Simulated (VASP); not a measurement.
Input of a VASP 6.6.1 run:

File INCAR:

```
SYSTEM = ZnO
ALGO = Normal
EDIFF = 1E-6
EDIFFG = -0.002
ENCUT = 600
GGA = PS
IBRION = 2
ISIF = 3
ISMEAR = -1
LASPH = .True.
LCHARG = .False.
LREAL = .False.
LWAVE = .False.
NELM = 100
NSW = 100
PREC = Accurate
SIGMA = 0.08
```

File KPOINTS:

```
k-points
0
Gamma
  12 12 8
  0 0 0
```

Contents of POSCAR:

```
ZnO
1.0
    3.2493080000      0.0000000000      0.0000000000
   -1.6246540000      2.8139832727      0.0000000000
    0.0000000000      0.0000000000      5.2057090000
Zn O
2 2
Direct
    0.3333333333      0.6666666667      0.5000000000
    0.6666666667      0.3333333333      0.0000000000
    0.6666666667      0.3333333333      0.3790100000
    0.3333333333      0.6666666667      0.8790100000
```

Potentials or basis: VASP PAW PBE potentials, release 64 (Zn, O).

Run with:

```bash
$ cat potpaw_PBE.64/Zn/POTCAR potpaw_PBE.64/O/POTCAR > POTCAR
$ mpirun -np 1 vasp_std > vasp.out
```

(1) Predict the relaxed volume.

(2) Predict the relaxed cell.

(3) Predict the space group after relaxing (to 0.1 Å).

(4) Estimate the band gap on the k mesh.

## Answers

(1) 11.84 Å³/atom.

(2) a = 3.235 Å, b = 3.235 Å, c = 5.225 Å, α = 90.00°, β = 90.00°, γ = 120.00°.

(3) P6_3mc (No. 186).

(4) 0.68 eV.

Caveat: the PAW data sets were made with another functional, which shifts forces and pressure a little.
